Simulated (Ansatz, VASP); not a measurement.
**Two plane-wave programs on Rb2PtAuC6N6**

Contents of INCAR:

```
PREC = Accurate ; ENCUT = 600
EDIFF = 1E-6 ; ISMEAR = 0
SIGMA = 0.1 ; LREAL = Auto
LASPH = T ; NELM = 60
ALGO = Normal ; ISIF = 3
LWAVE = F ; LCHARG = F
GGA = PE ; IBRION = 2
NSW = 90 ; EDIFFG = -0.04
```

File KPOINTS:

```
Automatic mesh
0
Gamma
  4 4 4
```

File POSCAR:

```
Rb2PtAuC6N6
1.0
    0.0000000000      5.0945000000      5.0945000000
    5.0945000000      0.0000000000      5.0945000000
    5.0945000000      5.0945000000      0.0000000000
Rb Pt C Au N
2 1 6 1 6
Direct
    0.2500000000      0.2500000000      0.2500000000
    0.7500000000      0.7500000000      0.7500000000
    0.0000000000      0.0000000000      0.0000000000
    0.8118559200      0.1881440800      0.1881440800
    0.1881440800      0.8118559200      0.1881440800
    0.1881440800      0.1881440800      0.8118559200
    0.1881440800      0.8118559200      0.8118559200
    0.8118559200      0.1881440800      0.8118559200
    0.8118559200      0.8118559200      0.1881440800
    0.5000000000      0.5000000000      0.5000000000
    0.6970262000      0.3029738000      0.3029738000
    0.3029738000      0.6970262000      0.3029738000
    0.3029738000      0.3029738000      0.6970262000
    0.3029738000      0.6970262000      0.6970262000
    0.6970262000      0.3029738000      0.6970262000
    0.6970262000      0.6970262000      0.3029738000
```

Input for Ansatz:

```yaml
crystal:
  lattice:
    - [0.0, 5.0945, 5.0945]
    - [5.0945, 0.0, 5.0945]
    - [5.0945, 5.0945, 0.0]
  atoms:
    - { symbol: Rb, position: [0.25, 0.25, 0.25] }
    - { symbol: Rb, position: [0.75, 0.75, 0.75] }
    - { symbol: Pt, position: [0.0, 0.0, 0.0] }
    - { symbol: C, position: [0.81185592, 0.18814408, 0.18814408] }
    - { symbol: C, position: [0.18814408, 0.81185592, 0.18814408] }
    - { symbol: C, position: [0.18814408, 0.18814408, 0.81185592] }
    - { symbol: C, position: [0.18814408, 0.81185592, 0.81185592] }
    - { symbol: C, position: [0.81185592, 0.18814408, 0.81185592] }
    - { symbol: C, position: [0.81185592, 0.81185592, 0.18814408] }
    - { symbol: Au, position: [0.5, 0.5, 0.5] }
    - { symbol: "N", position: [0.6970262, 0.3029738, 0.3029738] }
    - { symbol: "N", position: [0.3029738, 0.6970262, 0.3029738] }
    - { symbol: "N", position: [0.3029738, 0.3029738, 0.6970262] }
    - { symbol: "N", position: [0.3029738, 0.6970262, 0.6970262] }
    - { symbol: "N", position: [0.6970262, 0.3029738, 0.6970262] }
    - { symbol: "N", position: [0.6970262, 0.6970262, 0.3029738] }
basis:
  ecutwfc: 420
kpoints:
  mp_grid: { grid: [4, 4, 4] }
hamiltonian:
  xc: pbe
scf:
  occupations: { method: gaussian, width: 0.1 }
  lower_state_search: "off"
output:
  forces: true
  stress: true
  eigenvalues: true
relax:
  adjacent_minimum: "off"
  f_tol: 0.04
  max_steps: 70
  cell: { stress_tol: 0.4 }
```

Alike in both runs: task relaxation of cell and atoms; functional PBE; k mesh 4 × 4 × 4; occupations gaussian, width 0.1 eV; no spin polarisation.

```csv
,VASP,Ansatz
version,VASP 6.6.1,Ansatz 0.2.0
potentials or method,"VASP PAW PBE potentials, release 64 (Rb_sv, Pt, C, Au, N), cutoff 600 eV","scalar-relativistic, plane waves, PAW"
valence electrons in the cell,93,109
```

```csv
,VASP,Ansatz,Ansatz less VASP
"gap on the k mesh at the Fermi level, each at its own relaxed structure (eV)",none,none,-
relaxed volume (Å³/atom),23.65,23.87,+0.223
relaxed length of the cell vector where the two differ most in proportion (Å),8.119,8.144,+0.0255
```

A gap of «none» marks a metal or a gap that the smearing closes. VASP's potentials hold 93 valence electrons a cell and Ansatz's 109, so a difference there can come from the potentials and not from the codes.

Spin-orbit coupling is off throughout. Noted on VASP's run: the standard files for N, O and F lose accuracy on very short bonds; the volume moved by over 15 % at a fixed basis, so the end points are rough.
